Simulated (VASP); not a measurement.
## Ba2B5: single point with PBE

Crystal: Ba2B5.

```
Ba B
1.0
     3.59979    0.00000    0.00000
    -1.79990    3.11751    0.00000
     0.00000    0.00000   11.27930
Ba B
2 5
Direct
  0.00000 0.00000 0.74706
  0.00000 0.00000 0.25294
  0.50000 0.00000 0.50000
  0.00000 0.50000 0.50000
  0.50000 0.50000 0.50000
  0.00000 0.00000 0.00000
  0.00000 0.00000 0.50000
```

```
Program             : VASP 6.6.1
Task                : single point
Functional          : PBE
Potentials or basis : VASP PAW PBE potentials, release 64 (Ba_sv, B)
Cutoff              : 520 eV
k mesh              : 6 × 6 × 2
Occupations         : gaussian, width 0.1 eV
Spin                : no spin polarisation
```

The pressure is 0.6 GPa. The largest force is 0.090 eV/Å.

Forces on the atoms (eV/Å):
```
Ba   0.000  0.000  0.090
Ba   0.000  0.000 -0.090
B    0.000  0.000  0.000
B    0.000  0.000  0.000
B    0.000  0.000  0.000
B    0.000  0.000  0.000
B    0.000  0.000  0.000
```

Stress tensor (GPa, compression positive):
```
0.36 0.00 0.00
0.00 0.36 0.00
0.00 0.00 1.22
```

Levels at points of the mesh, in eV from the Fermi level:
```tsv
k point	band 16	band 17	band 18	band 19	band 20	band 21
(0.00, 0.00, 0.00)	-0.81	-0.47	0.20	0.20	0.77	2.37
(0.50, 0.00, 0.00)	-1.38	-0.69	-0.54	0.75	2.00	2.03
(0.00, 0.00, 0.50)	-0.87	-0.82	0.20	0.20	1.08	2.36
(0.50, 0.00, 0.50)	-1.13	-0.65	-0.53	0.41	0.78	1.74
```

It took 62 s on 1 thread of Oxide Virtual Turin-like Processor (shared host), peak memory 0.22 GiB.

Caveat: spin-orbit coupling is left out, which moves the levels of the heavy elements.
